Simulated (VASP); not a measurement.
Input of a VASP 6.6.1 run:

INCAR

```
  PREC = Accurate
  ENCUT = 520
  EDIFF = 1E-7
  ISMEAR = 0
  SIGMA = 0.05
  LREAL = False
  LASPH = True
  NELM = 60
  ALGO = Normal
  ISIF = 2
  LWAVE = False
  LCHARG = False
  NBANDS = 15
```

Contents of KPOINTS:

```
Automatic mesh
0
Gamma
  6 6 6
```

File POSCAR:

```
KI
1.0
    0.0000000000      3.3655656014      3.4109309835
    3.3655656014      0.0000000000      3.4109309835
    3.3655656014      3.3655656014      0.0000000000
K I
1 1
Direct
   -0.0434485484     -0.0434485484      0.0434485484
    0.5133861666      0.5133861666      0.4866138334
```

Potentials or basis: VASP PAW LDA potentials, release 64 (K_sv, I).

Launch:

```console
$ cat potpaw_LDA.64/K_sv/POTCAR potpaw_LDA.64/I/POTCAR > POTCAR
$ mpirun -np 1 vasp_std > vasp.out
```

(1) Estimate the band gap on the k mesh.

(2) What does it give for the pressure?

## Answers

(1) 3.99 eV.

(2) 1.4 GPa.

Caveat: the cell differs from its parent crystal (atoms displaced along a vibrational mode, the cell strained); spin-orbit coupling is left out, which moves the levels of the heavy elements.
